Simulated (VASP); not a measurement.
# CdS (Hawleyite) (F-43m) in VASP: a series of runs

Aim: see how the results for CdS (Hawleyite) move with the level of theory and the settings. Levels: PBE+D3(BJ), PBEsol. Tasks: single point.

All numbers are computed with VASP 6.6.1; they aren't measurements. Logs are shortened: lines on timing, memory, paths and dates and some standing lists are left out, and cuts for length are marked.

### Step 1. The cell of the first run

Symmetry: F-43m, No. 216, cubic system. The conventional cell has a = 5.872 Å, b = 5.872 Å, c = 5.872 Å, α = 90.00°, β = 90.00°, γ = 90.00°. Cd (site symmetry -43m) has 4 S at 2.54 Å within 3.4 Å. S (site symmetry -43m) has 4 Cd at 2.54 Å within 3.4 Å.

### Step 2. Single point, PBE+D3(BJ), non-collinear spin, zero start, spin-orbit coupling

INCAR

```
SYSTEM = CdS
  PREC = Accurate
  ENCUT = 520
  EDIFF = 1E-7
  ISMEAR = -1
  SIGMA = 0.1
  LREAL = .FALSE.
  LASPH = .TRUE.
  NELM = 150
  ALGO = Normal
  ISIF = 2
  LWAVE = .FALSE.
  LCHARG = .FALSE.
  LNONCOLLINEAR = .TRUE.
  MAGMOM = 0 0 0 0 0 0
  LORBIT = 11
  LSORBIT = .TRUE.
  GGA_COMPAT = .FALSE.
  LORBMOM = .TRUE.
  GGA = PE
  IVDW = 12
  NBANDS = 30
```

KPOINTS

```
regular mesh
0
G
  8 8 8
  0 0 0
```

POSCAR

```
CdS
1.0
    0.0000000000      2.9358151324      2.9358151324
    2.9358151324      0.0000000000      2.9358151324
    2.9358151324      2.9358151324      0.0000000000
Cd S
1 1
Direct
    0.0000000000      0.0000000000      0.0000000000
    0.7500000000      0.7500000000      0.7500000000
```

Potentials or basis: VASP PAW PBE potentials, release 64 (Cd, S).

Command:

```bash
> cat potpaw_PBE.64/Cd/POTCAR potpaw_PBE.64/S/POTCAR > POTCAR
> mpirun -np 1 vasp_ncl > vasp.out
```

OUTCAR:

```text
SYSTEM = CdS
   PREC = Accurate
   ENCUT = 520
   EDIFF = 1E-7
   ISMEAR = -1
   LREAL = .FALSE.
   LASPH = .TRUE.
   NELM = 150
   ISIF = 2
   LNONCOLLINEAR = .TRUE.
   LORBIT = 11
   LSORBIT = .TRUE.
   GGA = PE
   IVDW = 12
 IVDW          = 12

 ion  position               nearest neighbor table
   1  0.000  0.000  0.000-   2 2.54   2 2.54   2 2.54   2 2.54
   2  0.750  0.750  0.750-   1 2.54   1 2.54   1 2.54   1 2.54

  LATTYP: Found a face centered cubic cell.
 ALAT       =     5.8716302648

  Lattice vectors:

 A1 = (   0.0000000000,   2.9358151324,   2.9358151324)
 A2 = (   2.9358151324,   0.0000000000,   2.9358151324)
 A3 = (   2.9358151324,   2.9358151324,   0.0000000000)

Analysis of symmetry for initial positions (statically):
=====================================================================
 Subroutine PRICEL returns:
 Original cell was already a primitive cell.

 Routine SETGRP: Setting up the symmetry group for a
 face centered cubic supercell.

 Subroutine GETGRP returns: Found 24 space group operations
 (whereof 24 operations were pure point group operations)
 out of a pool of 48 trial point group operations.

The static configuration has the point symmetry T_d .

Analysis of symmetry for dynamics (positions and initial velocities):
=====================================================================
 Subroutine PRICEL returns:
 Original cell was already a primitive cell.

 Routine SETGRP: Setting up the symmetry group for a
 face centered cubic supercell.

 Subroutine GETGRP returns: Found 24 space group operations
 (whereof 24 operations were pure point group operations)
 out of a pool of 48 trial point group operations.

The dynamic configuration has the point symmetry T_d .

Analysis of structural, dynamic, and magnetic symmetry:
=====================================================================
 Subroutine PRICEL returns:
 Original cell was already a primitive cell.

 Routine SETGRP: Setting up the symmetry group for a
 face centered cubic supercell.

 Subroutine GETGRP returns: Found 24 space group operations
 (whereof 24 operations were pure point group operations)
 out of a pool of 48 trial point group operations.

The overall configuration has the point symmetry T_d .

 Subroutine INISYM returns: Found 24 space group operations
 (whereof 24 operations are pure point group operations),
 and found     1 'primitive' translations

----------------------------------------------------------------------------------------

                                     Primitive cell

  volume of cell :      50.6076

  direct lattice vectors                    reciprocal lattice vectors
     0.000000000  2.935815132  2.935815132    -0.170310451  0.170310451  0.170310451
     2.935815132  0.000000000  2.935815132     0.170310451 -0.170310451  0.170310451
     2.935815132  2.935815132  0.000000000     0.170310451  0.170310451 -0.170310451

  length of vectors
     4.151869577  4.151869577  4.151869577     0.294986355  0.294986355  0.294986355

  position of ions in fractional coordinates (direct lattice)
     0.000000000  0.000000000  0.000000000
     0.750000000  0.750000000  0.750000000

  ion indices of the primitive-cell ions
   primitive index   ion index
                 1           1
                 2           2

----------------------------------------------------------------------------------------

 KPOINTS: regular mesh

Automatic generation of k-mesh.
 Grid dimensions read from file:
 generate k-points for:    8    8    8

 Generating k-lattice:

  Cartesian coordinates                     Fractional coordinates (reciprocal lattice)
    -0.021288806  0.021288806  0.021288806     0.125000000  0.000000000  0.000000000
     0.021288806 -0.021288806  0.021288806     0.000000000  0.125000000  0.000000000
[... 98 lines left out ...]
 number of electron      18.0000005 magnetization      -0.0000000     -0.0000000     -0.0000000

 number of electron      18.0000005 magnetization       0.0000000     -0.0000000     -0.0000000

 Free energy of the ion-electron system (eV)
  ---------------------------------------------------
  ext. energy  EPLUGINS =         0.00000000
  ---------------------------------------------------
  free energy    TOTEN  =        -6.16647429 eV

  energy without entropy =       -6.16639854  energy(sigma->0) =       -6.16643642

 E-fermi :   1.8226     XC(G=0):  -9.0574

 val. band max:        1.1611948893   @ k =   0.0000   0.0000   0.0000
 cond. band min:       2.2520486504   @ k =   0.0000   0.0000   0.0000
 fundamental gap:      1.0908537611
 Fermi energy:         1.8225702153

 k-point     1 :       0.0000    0.0000    0.0000
  band No.  band energies     occupation
      1     -11.1052      1.00000
      2     -11.1052      1.00000
      3      -6.7798      1.00000
      4      -6.7798      1.00000
      5      -6.7798      1.00000
      6      -6.7798      1.00000
[... 781 lines left out ...]
     29      13.7625      0.00000
     30      13.7727      0.00000

 [... further k-points ...]

------------------------ aborting loop because EDIFF is reached ----------------------------------------

 Edisp (eV)   -0.59973

 E8    (eV) :    -0.2442

  FORCE on cell =-STRESS in cart. coord.  units (eV):
  Direction    XX          YY          ZZ          XY          YZ          ZX
  --------------------------------------------------------------------------------------
  -------------------------------------------------------------------------------------
  Total      -0.08094    -0.08094    -0.08094     0.00000     0.00000     0.00000
  in kB      -2.56235    -2.56235    -2.56235     0.00000     0.00000     0.00000
  external pressure =       -2.56 kB  Pullay stress =        0.00 kB

 VOLUME and BASIS-vectors are now :
 -----------------------------------------------------------------------------
  energy-cutoff  :      520.00
  volume of cell :       50.61
      direct lattice vectors                 reciprocal lattice vectors
     0.000000000  2.935815132  2.935815132    -0.170310451  0.170310451  0.170310451
     2.935815132  0.000000000  2.935815132     0.170310451 -0.170310451  0.170310451
     2.935815132  2.935815132  0.000000000     0.170310451  0.170310451 -0.170310451

 POSITION                                       TOTAL-FORCE (eV/Angst)
 -----------------------------------------------------------------------------------
      0.00000      0.00000      0.00000         0.000000     -0.000000      0.000000
      4.40372      4.40372      4.40372        -0.000000      0.000000     -0.000000
 -----------------------------------------------------------------------------------
    total drift:                               -0.000000     -0.000000     -0.000000

  FREE ENERGIE OF THE ION-ELECTRON SYSTEM (eV)
  ---------------------------------------------------
  free  energy   TOTEN  =        -6.7662067545 eV

  energy  without entropy=       -6.7661310093  energy(sigma->0) =       -6.76616888

 orbital moment (x)

 # of ion     p       d       tot
 ----------------------------------------
  1        -0.000  -0.000  -0.000
  2        -0.000   0.000  -0.000
 ----------------------------------------
           -0.000  -0.000  -0.000

 orbital moment (y)

 # of ion     p       d       tot
 ----------------------------------------
  1         0.000  -0.000  -0.000
  2        -0.000   0.000  -0.000
 ----------------------------------------
           -0.000  -0.000  -0.000

 orbital moment (z)

 # of ion     p       d       tot
 ----------------------------------------
  1         0.000   0.000   0.000
  2         0.000   0.000   0.000
 ----------------------------------------
            0.000   0.000   0.000

 Spin-Orbit-Coupling matrix elements

 Ion:    1  E_soc:     -0.0564752
 l=   1
     0.0000000    -0.0024188    -0.0024188
    -0.0024188     0.0000000    -0.0024188
    -0.0024188    -0.0024188     0.0000000
 l=   2
     0.0000000    -0.0014261     0.0000000    -0.0014261    -0.0055676
    -0.0014261     0.0000000    -0.0041757    -0.0014261    -0.0013919
     0.0000000    -0.0041757     0.0000000    -0.0041757     0.0000000
    -0.0014261    -0.0014261    -0.0041757     0.0000000    -0.0013919
    -0.0055676    -0.0013919     0.0000000    -0.0013919     0.0000000
 l=   3
     0.0000000     0.0000000     0.0000000     0.0000000     0.0000000     0.0000000     0.0000000
     0.0000000     0.0000000     0.0000000     0.0000000     0.0000000     0.0000000     0.0000000
     0.0000000     0.0000000     0.0000000     0.0000000     0.0000000     0.0000000     0.0000000
     0.0000000     0.0000000     0.0000000     0.0000000     0.0000000     0.0000000     0.0000000
     0.0000000     0.0000000     0.0000000     0.0000000     0.0000000     0.0000000     0.0000000
     0.0000000     0.0000000     0.0000000     0.0000000     0.0000000     0.0000000     0.0000000
     0.0000000     0.0000000     0.0000000     0.0000000     0.0000000     0.0000000     0.0000000

 Ion:    2  E_soc:     -0.0021305
 l=   1
     0.0000000    -0.0003551    -0.0003551
    -0.0003551     0.0000000    -0.0003551
    -0.0003551    -0.0003551     0.0000000
 l=   2
     0.0000000     0.0000000     0.0000000     0.0000000     0.0000000
     0.0000000     0.0000000     0.0000000     0.0000000     0.0000000
     0.0000000     0.0000000     0.0000000     0.0000000     0.0000000
     0.0000000     0.0000000     0.0000000     0.0000000     0.0000000
     0.0000000     0.0000000     0.0000000     0.0000000     0.0000000
 l=   3
     0.0000000     0.0000000     0.0000000     0.0000000     0.0000000     0.0000000     0.0000000
     0.0000000     0.0000000     0.0000000     0.0000000     0.0000000     0.0000000     0.0000000
     0.0000000     0.0000000     0.0000000     0.0000000     0.0000000     0.0000000     0.0000000
     0.0000000     0.0000000     0.0000000     0.0000000     0.0000000     0.0000000     0.0000000
     0.0000000     0.0000000     0.0000000     0.0000000     0.0000000     0.0000000     0.0000000
     0.0000000     0.0000000     0.0000000     0.0000000     0.0000000     0.0000000     0.0000000
     0.0000000     0.0000000     0.0000000     0.0000000     0.0000000     0.0000000     0.0000000

 total charge

# of ion       s       p       d       tot
------------------------------------------
    1        0.423   0.316   9.564  10.303
    2        1.324   2.394   0.000   3.718
--------------------------------------------------
tot          1.747   2.711   9.564  14.022

 magnetization (x)

# of ion       s       p       d       tot
------------------------------------------
    1        0.000   0.000   0.000   0.000
    2        0.000   0.000   0.000   0.000
--------------------------------------------------
tot          0.000   0.000   0.000   0.000

 magnetization (y)

# of ion       s       p       d       tot
------------------------------------------
    1       -0.000   0.000   0.000  -0.000
    2        0.000  -0.000   0.000  -0.000
--------------------------------------------------
tot         -0.000  -0.000   0.000  -0.000

 magnetization (z)

# of ion       s       p       d       tot
------------------------------------------
    1        0.000  -0.000   0.000   0.000
    2        0.000   0.000   0.000   0.000
--------------------------------------------------
tot          0.000  -0.000   0.000   0.000
```

Run time: 3.2 min. Hardware: 1 thread of Intel Xeon Platinum 8259CL at 2.50GHz (Skylake/Cascade Lake), shared host; peak memory 0.36 GiB.

What came out:

```
Free energy                                           : -6.7662 eV
Pressure                                              : -0.3 GPa
Net moment                                            : 0.00 μB per cell
Valence electrons inside the program's atomic spheres : Cd 10.30; S 3.72
Dispersion energy per atom                            : -0.300 eV
```

Moments on the atoms (μB; x, y, z):
```
Cd  0.00 0.00 0.00
S   0.00 0.00 0.00
```

(Part 1 of 2 ends here.)
